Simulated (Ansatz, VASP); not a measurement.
# One calculation of Al, two programs

```
Al
1.0
    -4.04162   -4.04162    4.04162
     4.04162    4.04162    4.04162
    -4.04162    4.04162   -4.04162
Al
16
Direct
  0.00000 0.00000 0.00000
  0.25000 0.00000 0.75000
  0.00000 0.25000 0.75000
  0.50000 0.00000 0.50000
  0.25000 0.25000 0.50000
  0.00000 0.50000 0.50000
  0.75000 0.00000 0.25000
  0.50000 0.25000 0.25000
  0.25000 0.50000 0.25000
  0.00000 0.75000 0.25000
  0.75000 0.25000 0.00000
  0.50000 0.50000 0.00000
  0.25000 0.75000 0.00000
  0.75000 0.50000 0.75000
  0.50000 0.75000 0.75000
  0.75000 0.75000 0.50000
```

Alike in both runs: task single point; functional PBE; k mesh 5 × 5 × 5; occupations gaussian, width 0.1 eV; no spin polarisation.

|  | VASP | Ansatz |
| --- | --- | --- |
| version | VASP 6.6.1 | Ansatz 0.2.0 |
| potentials or method | VASP PAW PBE potentials, release 64 (Al), cutoff 520 eV | scalar-relativistic, plane waves, PAW |
| valence electrons in the cell | 48 | 48 |

```csv
,VASP,Ansatz,Ansatz less VASP
gap on the k mesh at the Fermi level (eV),none,none,-
pressure (GPa),-0.2,-0.2,+0.01
```

A gap of «none» marks a metal or a gap that the smearing closes.
